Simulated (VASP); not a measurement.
Runs of VASP 6.6.1 on ZnSe (CsCl type). The structure is that of space group Pm-3m (No. 221), or close to it. The cells are those of the table. 

```csv
task,cell,cutoff (eV),gap on the mesh (eV),pressure (GPa)
single point,"a = 3.113 Å, 2 atoms",520,none,24.0
single point,"a = 3.285 Å, 2 atoms",520,none,(b)
single point,"a = 3.213 Å, 2 atoms",520,none,11.1
single point,"a = 3.006 Å, 2 atoms",520,none,(a)
single point,"a = 2.747 Å, 2 atoms",520,none,151.9
relaxation of cell and atoms,"relaxed from a = 2.880 Å, 2 atoms",600,none,0.0
single point,"a = 3.353 Å, 2 atoms",520,none,0.1
single point,"a = 2.890 Å, 2 atoms",520,none,79.9
```

Alike in all rows: level PBE; potentials or basis VASP PAW PBE potentials, release 64 (Zn, Se); no spin polarisation; k mesh 15 × 15 × 15; smearing fermi-dirac 0.08 eV.

**Question.** Estimate the missing entries.

**Answer.** (a) 44.9; (b) 4.7.

Caveats: the cell stands under pressure (at least some runs).

A k mesh can miss the band edges, and the runs leave out spin-orbit coupling on Se.

A gap of «none» marks levels without a gap at the run's occupations.
